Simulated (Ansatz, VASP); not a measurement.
## ScSbS3 in VASP and in Ansatz

```
CELL_PARAMETERS angstrom
4.63059 0.00000 0.00000
0.00000 4.63059 0.00000
0.00000 0.00000 6.50994
ATOMIC_POSITIONS crystal
Sc 0.00000 0.00000 0.25979
Sb 0.50000 0.50000 0.63810
S 0.50000 0.50000 0.01420
S 0.00000 0.50000 0.42791
S 0.50000 0.00000 0.42791
```

Change from the starting cell: species swapped into the NdBPt3 type (P4mm, No. 99).

Alike in both runs: functional PBE; k mesh 8 × 8 × 6; occupations gaussian, width 0.02 eV; no spin polarisation.

Ansatz relaxed the structure, and its values are those at the end. VASP's run is a single point on that final structure, the one shown.

|  | VASP | Ansatz |
| --- | --- | --- |
| version | VASP 6.6.1 | Ansatz 0.2.0 |
| potentials or method | VASP PAW PBE potentials, release 64 (Sc_sv, Sb, S), cutoff 520 eV | scalar-relativistic, plane waves, PAW |
| valence electrons in the cell | 34 | 44 |

VASP gave:

| Item | Value |
| --- | --- |
| gap on the k mesh at the Fermi level (eV) | 0.58 |
| least direct gap on the mesh (eV) | 0.58 |
| pressure (GPa) | 0.0 |
| rms of the force components (eV/Å) | 0.016 |

Task: Which values does Ansatz return?

Result: gap on the k mesh at the Fermi level (eV): 0.58; least direct gap on the mesh (eV): 0.58; pressure (GPa): 0.0; rms of the force components (eV/Å): 0.001.

VASP's potentials hold 34 valence electrons a cell and Ansatz's 44, so a difference there can come from the potentials and not from the codes.

Neither program's run includes spin-orbit coupling.
